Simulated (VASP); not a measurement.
# BAs (F-43m) in VASP: a series of runs

Runs on BAs. Level: LDA. Tasks: electric field gradients.

Everything below comes from runs of VASP 6.6.1. Logs are shortened: lines on timing, memory, paths and dates and some standing lists are left out, and cuts for length are marked.

## Step 1: The cell of the first run

The structure is cubic, space group F-43m (No. 216). The conventional cell has a = 4.745 Å, b = 4.745 Å, c = 4.745 Å, α = 90.00°, β = 90.00°, γ = 90.00°. B (site symmetry -43m) has 4 As at 2.05 Å within 2.7 Å. Within 2.7 Å of As (site symmetry -43m) lie 4 B at 2.05 Å.

## Step 2: Electric field gradients, LDA (13.35 Å³/atom)

Contents of INCAR:

```
PREC = Accurate
ENCUT = 520
EDIFF = 1E-8
ISMEAR = -1
SIGMA = 0.05
LREAL = False
LASPH = True
NELM = 60
ALGO = Normal
ISIF = 2
LWAVE = False
LCHARG = False
LEFG = True
NBANDS = 11
```

Contents of KPOINTS:

```
regular mesh
0
Gamma
  13 13 13
```

Contents of POSCAR:

```
BAs
1.0
    0.0000000000      2.3724693156      2.3724693156
    2.3724693156      0.0000000000      2.3724693156
    2.3724693156      2.3724693156      0.0000000000
B As
1 1
Direct
    0.0000000000      0.0000000000      0.0000000000
    0.7500000000      0.7500000000      0.7500000000
```

Potentials or basis: VASP PAW LDA potentials, release 64 (B, As).

Started as:

```
$ cat potpaw_LDA.64/B/POTCAR potpaw_LDA.64/As/POTCAR > POTCAR
$ mpirun -np 1 vasp_std > vasp.out
```

OUTCAR:

```text
PREC = Accurate
   ENCUT = 520
   EDIFF = 1E-8
   ISMEAR = -1
   LREAL = False
   LASPH = True
   NELM = 60
   ISIF = 2

 ion  position               nearest neighbor table
   1  0.000  0.000  0.000-   2 2.05   2 2.05   2 2.05   2 2.05
   2  0.750  0.750  0.750-   1 2.05   1 2.05   1 2.05   1 2.05

  LATTYP: Found a face centered cubic cell.
 ALAT       =     4.7449386312

  Lattice vectors:

 A1 = (   0.0000000000,   2.3724693156,   2.3724693156)
 A2 = (   2.3724693156,   0.0000000000,   2.3724693156)
 A3 = (   2.3724693156,   2.3724693156,   0.0000000000)

Analysis of symmetry for initial positions (statically):
=====================================================================
 Subroutine PRICEL returns:
 Original cell was already a primitive cell.

 Routine SETGRP: Setting up the symmetry group for a
 face centered cubic supercell.

 Subroutine GETGRP returns: Found 24 space group operations
 (whereof 24 operations were pure point group operations)
 out of a pool of 48 trial point group operations.

The static configuration has the point symmetry T_d .

Analysis of symmetry for dynamics (positions and initial velocities):
=====================================================================
 Subroutine PRICEL returns:
 Original cell was already a primitive cell.

 Routine SETGRP: Setting up the symmetry group for a
 face centered cubic supercell.

 Subroutine GETGRP returns: Found 24 space group operations
 (whereof 24 operations were pure point group operations)
 out of a pool of 48 trial point group operations.

The dynamic configuration has the point symmetry T_d .

 Subroutine INISYM returns: Found 24 space group operations
 (whereof 24 operations are pure point group operations),
 and found     1 'primitive' translations

----------------------------------------------------------------------------------------

                                     Primitive cell

  volume of cell :      26.7074

  direct lattice vectors                    reciprocal lattice vectors
     0.000000000  2.372469316  2.372469316    -0.210750882  0.210750882  0.210750882
     2.372469316  0.000000000  2.372469316     0.210750882 -0.210750882  0.210750882
     2.372469316  2.372469316  0.000000000     0.210750882  0.210750882 -0.210750882

  length of vectors
     3.355178282  3.355178282  3.355178282     0.365031235  0.365031235  0.365031235

  position of ions in fractional coordinates (direct lattice)
     0.000000000  0.000000000  0.000000000
     0.750000000  0.750000000  0.750000000

  ion indices of the primitive-cell ions
   primitive index   ion index
                 1           1
                 2           2

----------------------------------------------------------------------------------------

 KPOINTS: regular mesh

Automatic generation of k-mesh.
 Grid dimensions read from file:
 generate k-points for:   13   13   13

 Generating k-lattice:

  Cartesian coordinates                     Fractional coordinates (reciprocal lattice)
    -0.016211606  0.016211606  0.016211606     0.076923077  0.000000000  0.000000000
     0.016211606 -0.016211606  0.016211606     0.000000000  0.076923077  0.000000000
     0.016211606  0.016211606 -0.016211606     0.000000000  0.000000000  0.076923077

  Length of vectors
     0.028079326  0.028079326  0.028079326

  Shift w.r.t. Gamma in fractional coordinates (k-lattice)
     0.000000000  0.000000000  0.000000000

 Subroutine IBZKPT returns following result:
 ===========================================

 Found     84 irreducible k-points:

 Following reciprocal coordinates:
            Coordinates               Weight
  0.000000  0.000000  0.000000      1.000000
  0.076923  0.000000  0.000000      8.000000
  0.153846  0.000000  0.000000      8.000000
  0.230769  0.000000  0.000000      8.000000
  0.307692  0.000000  0.000000      8.000000
  0.384615  0.000000  0.000000      8.000000
[... 16 lines left out ...]
  0.384615  0.153846  0.000000     24.000000
  0.461538  0.153846  0.000000     24.000000
 [... further k-points ...]
   k-points           NKPTS =     84   k-points in BZ     NKDIM =     84   number of bands    NBANDS=     11
   number of dos      NEDOS =    301   number of ions     NIONS =      2
   total plane-waves  NPLWV =  21952
   dimension x,y,z NGX =    28 NGY =   28 NGZ =   28
   dimension x,y,z NGXF=    56 NGYF=   56 NGZF=   56
   ions per type =               1   1
   NGX,Y,Z   is equivalent  to a cutoff of  13.87, 13.87, 13.87 a.u.
   NGXF,Y,Z  is equivalent  to a cutoff of  27.75, 27.75, 27.75 a.u.
 SYSTEM =  unknown system
   PREC   = accura    normal or accurate (medium, high low for compatibility)
   ISTART =      0    job   : 0-new  1-cont  2-samecut
   ICHARG =      2    charge: 1-file 2-atom 10-const
   ISPIN  =      1    spin polarized calculation?
   LNONCOLLINEAR =      F non collinear calculations
   LSORBIT =      F    spin-orbit coupling
   LASPH  =      T    aspherical Exc in radial PAW
   ENCUT  =  520.0 eV  38.22 Ry    6.18 a.u.   6.24  6.24  6.24*2*pi/ulx,y,z
   NELM   =     60;   NELMIN=  2; NELMDL= -5     # of ELM steps
   EDIFF  = 0.1E-07   stopping-criterion for ELM
   LREAL  =      F    real-space projection
   EDIFFG = 0.1E-06   stopping-criterion for IOM
   NSW    =      0    number of steps for IOM
   IBRION =     -1    ionic relax: 0-MD 1-quasi-New 2-CG
   NFREE  =      0    steps in history (QN), initial steepest desc. (CG)
   ISIF   =      2    stress and relaxation
   ISYM   =      2    0-nonsym 1-usesym 2-fastsym
   POTIM  = 0.5000    time-step for ionic-motion
   TEBEG  =    0.0;   TEEND  =   0.0 temperature during run
   PSTRESS=    0.0 pullay stress
   NELECT =       8.0000    total number of electrons
   NUPDOWN=      -1.0000    fix difference up-down
   EMIN   =  10.00;   EMAX   =-10.00  energy-range for DOS
   EFERMI =   0.00;   METHOD = LEGACY
   ISMEAR =    -1;   SIGMA  =   0.05  broadening in eV -4-tet -1-fermi 0-gaus
   EFERMI_NEDOS =   21; number of points for ismear=-14 and -15
   IALGO  =     38    algorithm
   IMIX   =      4    mixing-type and parameters
     AMIX     =   0.40;   BMIX     =  1.00
     AMIX_MAG =   1.60;   BMIX_MAG =  1.00
  volume/ion in A,a.u.               =      13.35        90.12
  Fermi-wavevector in a.u.,A,eV,Ry     =   1.095370  2.069949 16.324756  1.199836
  Thomas-Fermi vector in A             =   2.231692
   LORBIT       =      0    0 simple, 1 ext, 2 COOP (PROOUT), +10 PAW based schemes
   GGA     = CA    functional components
   LHFCALC =     F    Hartree Fock is set to
   AEXX    =    0.0000 exact exchange contribution
   IVDW    =     0    specifies the selected vdW correction
   LEPSILON=     F    determine dielectric tensor
   LRPA    =     F    only Hartree local field effects (RPA)
 non-spin polarized calculation
  energy-cutoff  :      520.00
  volume of cell :       26.71
 maximum number of plane-waves:       736
 NGX is ok and might be reduce to    28
   NGX = 13   NGY = 13   NGZ = 13

 number of electron       8.0000000 magnetization

 Free energy of the ion-electron system (eV)
  ---------------------------------------------------
  ext. energy  EPLUGINS =         0.00000000
  ---------------------------------------------------
  free energy    TOTEN  =       -12.92686002 eV

  energy without entropy =      -12.92685993  energy(sigma->0) =      -12.92685998

 E-fermi :   6.9245     XC(G=0): -10.8683

 val. band max:        6.3865377785   @ k =   0.0000   0.0000   0.0000
 cond. band min:       7.4973326533   @ k =   0.3846   0.3846   0.0000
 fundamental gap:      1.1107948748
 Fermi energy:         6.9245332878

 k-point     1 :       0.0000    0.0000    0.0000
  band No.  band energies     occupation
      1      -9.1745      2.00000
      2       6.3865      1.99996
      3       6.3865      1.99996
      4       6.3865      1.99996
      5       9.6622      0.00000
      6       9.6622      0.00000
      7       9.6622      0.00000
      8      11.3386      0.00000
      9      15.8454      0.00000
     10      19.5038      0.00000
     11      19.5038      0.00000
[... 309 lines left out ...]
 k-point    24 :       0.4615    0.1538    0.0000
  band No.  band energies     occupation
      1      -6.3874      2.00000
      2      -1.5449      2.00000
      3       3.0657      2.00000
      4       3.7867      2.00000
      5       9.4501      0.00000
      6      11.7975      0.00000
      7      12.7049      0.00000
      8      14.3079      0.00000
      9      18.0672      0.00000
     10      20.4735      0.00000
     11      21.4935      0.00000

 [... further k-points ...]

------------------------ aborting loop because EDIFF is reached ----------------------------------------

  FORCE on cell =-STRESS in cart. coord.  units (eV):
  Direction    XX          YY          ZZ          XY          YZ          ZX
  --------------------------------------------------------------------------------------
  -------------------------------------------------------------------------------------
  Total       -0.0410232     -0.0410232     -0.0410232     -0.0000000      0.0000000     -0.0000000
  in kB       -2.4609797     -2.4609797     -2.4609797     -0.0000000      0.0000000     -0.0000000
  external PRESSURE =      -2.4609797 kB  Pullay stress =       0.0000000 kB

 VOLUME and BASIS-vectors are now :
 -----------------------------------------------------------------------------
  energy-cutoff  :      520.00
  volume of cell :       26.71
      direct lattice vectors                 reciprocal lattice vectors
     0.000000000  2.372469316  2.372469316    -0.210750882  0.210750882  0.210750882
     2.372469316  0.000000000  2.372469316     0.210750882 -0.210750882  0.210750882
     2.372469316  2.372469316  0.000000000     0.210750882  0.210750882 -0.210750882

 POSITION                                       TOTAL-FORCE (eV/Angst)
 -----------------------------------------------------------------------------------
      0.00000      0.00000      0.00000        -0.000000     -0.000000      0.000000
      3.55870      3.55870      3.55870         0.000000      0.000000     -0.000000
 -----------------------------------------------------------------------------------
    total drift:                                0.000000      0.000000      0.000000

  FREE ENERGIE OF THE ION-ELECTRON SYSTEM (eV)
  ---------------------------------------------------
  free  energy   TOTEN  =       -12.9268600234 eV

  energy  without entropy=      -12.9268599329  energy(sigma->0) =      -12.92685998

 Electric field gradients (V/A^2)
---------------------------------------------------------------------
 ion       V_xx      V_yy      V_zz      V_xy      V_xz      V_yz
---------------------------------------------------------------------
   1      -0.000     0.000    -0.000     0.000     0.000     0.000
   2       0.000     0.000    -0.000     0.000     0.000     0.000
---------------------------------------------------------------------

 Electric field gradients after diagonalization (V/A^2)
 (convention: |V_zz| > |V_xx| > |V_yy|)
----------------------------------------------------------------------
 ion       V_xx      V_yy      V_zz     asymmetry (V_yy - V_xx)/ V_zz
----------------------------------------------------------------------
   1      -0.000    -0.000     0.000       0.000
   2      -0.000    -0.000     0.000       0.000
----------------------------------------------------------------------

           NMR quadrupolar parameters

 Cq : quadrupolar parameter    Cq=e*Q*V_zz/h
 eta: asymmetry parameters     (V_yy - V_xx)/ V_zz
 Q  : nuclear electric quadrupole moment in mb (millibarn)
----------------------------------------------------------------------
 ion       Cq(MHz)       eta       Q (mb)
----------------------------------------------------------------------
   1       0.000       0.000       1.000
   2       0.000       0.000       1.000
----------------------------------------------------------------------
```

Wall time 26 s (1 thread of Intel Xeon 6975P-C (Granite Rapids), shared host); peak memory 0.15 GiB.

What came out:

* Free energy: -12.9269 eV
* Pressure: -0.2 GPa
* Band gap on the k mesh: 1.11 eV (least direct gap 3.28 eV)
* Largest electric field gradient by atom: zero within the noise of the run

Caveat: an odd mesh through Γ misses points on the zone boundary, where band edges can lie.

## Step 3: Electric field gradients, LDA (13.49 Å³/atom)

This run uses another cell than the first one, of 13.49 Å³/atom.

Contents of INCAR:

```
SYSTEM = BAs
PREC     = Accurate       ! precision mode
ENCUT    = 520            ! plane-wave cutoff, eV
EDIFF    = 1E-8           ! SCF threshold, eV
ISMEAR   = -1             ! smearing method
SIGMA    = 0.05           ! smearing width, eV
LREAL    = .FALSE.        ! projectors in reciprocal space
LASPH    = .TRUE.         ! aspherical terms in the spheres
NELM     = 80             ! most SCF steps
ALGO     = Normal         ! electronic algorithm
ISIF     = 2              ! what is computed and relaxed
LWAVE    = .FALSE.        ! write WAVECAR
LCHARG   = .FALSE.        ! write CHGCAR
LEFG     = .TRUE.       
NBANDS   = 11             ! bands
```

Contents of KPOINTS:

```
regular mesh
0
G
  13 13 13
  0 0 0
```

Contents of POSCAR:

```
BAs
1.0
    0.0000000000      2.3805116460      2.3805116460
    2.3805116460      0.0000000000      2.3805116460
    2.3805116460      2.3805116460      0.0000000000
B As
1 1
Direct
    0.0000000000      0.0000000000      0.0000000000
    0.7500000000      0.7500000000      0.7500000000
```

Potentials or basis: VASP PAW LDA potentials, release 64 (B, As).

Started as:

```
$ cat potpaw_LDA.64/B/POTCAR potpaw_LDA.64/As/POTCAR > POTCAR
$ mpirun -np 1 vasp_std > vasp.out
```

OUTCAR:

```text
SYSTEM = BAs
   PREC = Accurate
   ENCUT = 520
   EDIFF = 1E-8
   ISMEAR = -1
   LREAL = .FALSE.
   LASPH = .TRUE.
   NELM = 80
   ISIF = 2

 ion  position               nearest neighbor table
   1  0.000  0.000  0.000-   2 2.06   2 2.06   2 2.06   2 2.06
   2  0.750  0.750  0.750-   1 2.06   1 2.06   1 2.06   1 2.06

  LATTYP: Found a face centered cubic cell.
 ALAT       =     4.7610232920

  Lattice vectors:

 A1 = (   0.0000000000,   2.3805116460,   2.3805116460)
 A2 = (   2.3805116460,   0.0000000000,   2.3805116460)
 A3 = (   2.3805116460,   2.3805116460,   0.0000000000)

Analysis of symmetry for initial positions (statically):
=====================================================================
 Subroutine PRICEL returns:
 Original cell was already a primitive cell.

 Routine SETGRP: Setting up the symmetry group for a
 face centered cubic supercell.

 Subroutine GETGRP returns: Found 24 space group operations
 (whereof 24 operations were pure point group operations)
 out of a pool of 48 trial point group operations.

The static configuration has the point symmetry T_d .

Analysis of symmetry for dynamics (positions and initial velocities):
=====================================================================
 Subroutine PRICEL returns:
 Original cell was already a primitive cell.

 Routine SETGRP: Setting up the symmetry group for a
 face centered cubic supercell.

 Subroutine GETGRP returns: Found 24 space group operations
 (whereof 24 operations were pure point group operations)
 out of a pool of 48 trial point group operations.

The dynamic configuration has the point symmetry T_d .

 Subroutine INISYM returns: Found 24 space group operations
[... 162 lines left out ...]
      9      15.6777      0.00000
     10      19.3452      0.00000
     11      19.3452      0.00000
[... 309 lines left out ...]
 k-point    24 :       0.4615    0.1538    0.0000
  band No.  band energies     occupation
      1      -6.4423      2.00000
      2      -1.6012      2.00000
      3       2.9744      2.00000
      4       3.6974      2.00000
      5       9.3184      0.00000
      6      11.6319      0.00000
      7      12.5582      0.00000
      8      14.1502      0.00000
      9      17.8993      0.00000
     10      20.2777      0.00000
     11      21.2996      0.00000

 [... further k-points ...]
[... 5 lines left out ...]
  --------------------------------------------------------------------------------------
  -------------------------------------------------------------------------------------
  Total       -0.2867576     -0.2867576     -0.2867576     -0.0000000      0.0000000      0.0000000
  in kB      -17.0288185    -17.0288185    -17.0288185     -0.0000000      0.0000000      0.0000000
  external PRESSURE =     -17.0288185 kB  Pullay stress =       0.0000000 kB

 VOLUME and BASIS-vectors are now :
 -----------------------------------------------------------------------------
  energy-cutoff  :      520.00
  volume of cell :       26.98
      direct lattice vectors                 reciprocal lattice vectors
     0.000000000  2.380511646  2.380511646    -0.210038880  0.210038880  0.210038880
     2.380511646  0.000000000  2.380511646     0.210038880 -0.210038880  0.210038880
     2.380511646  2.380511646  0.000000000     0.210038880  0.210038880 -0.210038880

 POSITION                                       TOTAL-FORCE (eV/Angst)
 -----------------------------------------------------------------------------------
      0.00000      0.00000      0.00000         0.000000      0.000000      0.000000
      3.57077      3.57077      3.57077        -0.000000     -0.000000     -0.000000
 -----------------------------------------------------------------------------------
    total drift:                                0.000000      0.000000      0.000000

  FREE ENERGIE OF THE ION-ELECTRON SYSTEM (eV)
  ---------------------------------------------------
  free  energy   TOTEN  =       -12.9252664389 eV

  energy  without entropy=      -12.9252663551  energy(sigma->0) =      -12.92526640

 Electric field gradients (V/A^2)
---------------------------------------------------------------------
 ion       V_xx      V_yy      V_zz      V_xy      V_xz      V_yz
---------------------------------------------------------------------
   1      -0.000    -0.000     0.000     0.000     0.000     0.000
   2       0.000    -0.000     0.000     0.000     0.000     0.000
---------------------------------------------------------------------

 Electric field gradients after diagonalization (V/A^2)
 (convention: |V_zz| > |V_xx| > |V_yy|)
----------------------------------------------------------------------
 ion       V_xx      V_yy      V_zz     asymmetry (V_yy - V_xx)/ V_zz
----------------------------------------------------------------------
   1      -0.000    -0.000     0.000       0.000
   2      -0.000    -0.000     0.000       0.000
----------------------------------------------------------------------

           NMR quadrupolar parameters

 Cq : quadrupolar parameter    Cq=e*Q*V_zz/h
 eta: asymmetry parameters     (V_yy - V_xx)/ V_zz
 Q  : nuclear electric quadrupole moment in mb (millibarn)
----------------------------------------------------------------------
 ion       Cq(MHz)       eta       Q (mb)
----------------------------------------------------------------------
   1       0.000       0.000       1.000
   2       0.000       0.000       1.000
----------------------------------------------------------------------
```

OSZICAR:

```text
N       E                     dE             d eps       ncg     rms          rms(c)
DAV:   1     0.111836030476E+02    0.11184E+02   -0.37842E+03  1848   0.640E+02
DAV:   2    -0.129404954057E+02   -0.24124E+02   -0.23111E+02  2526   0.104E+02
DAV:   3    -0.136671923623E+02   -0.72670E+00   -0.72488E+00  2296   0.172E+01
DAV:   4    -0.136692613991E+02   -0.20690E-02   -0.20689E-02  2030   0.103E+00
DAV:   5    -0.136692647767E+02   -0.33776E-05   -0.33775E-05  2201   0.452E-02    0.509E+00
DAV:   6    -0.130205167351E+02    0.64875E+00   -0.17205E+00  1977   0.528E+00    0.239E+00
DAV:   7    -0.129385245515E+02    0.81992E-01   -0.19977E-01  2168   0.223E+00    0.898E-01
DAV:   8    -0.129252341560E+02    0.13290E-01   -0.23455E-02  2094   0.808E-01    0.987E-02
DAV:   9    -0.129252593229E+02   -0.25167E-04   -0.77177E-04  2082   0.170E-01    0.579E-02
DAV:  10    -0.129252650795E+02   -0.57566E-05   -0.76455E-05  1977   0.496E-02    0.127E-02
DAV:  11    -0.129252665806E+02   -0.15011E-05   -0.18919E-06  2199   0.859E-03    0.122E-02
DAV:  12    -0.129252664384E+02    0.14224E-06   -0.82089E-07  2037   0.376E-03    0.336E-03
DAV:  13    -0.129252664389E+02   -0.55104E-09   -0.32968E-08  2154   0.120E-03
   1 F= -.12925266E+02 E0= -.12925266E+02  d E =-.838208E-07
```

It took 26 s on 1 thread of Intel Xeon 6975P-C (Granite Rapids), shared host; peak memory 0.15 GiB.

Results:

* Free energy: -12.9253 eV
* Pressure: -1.7 GPa
* Band gap on the k mesh: 1.12 eV (least direct gap 3.26 eV)
* Largest electric field gradient by atom: zero within the noise of the run

Caveat: an odd mesh through Γ misses points on the zone boundary, where band edges can lie.

(Continued in part 2 of 3.)
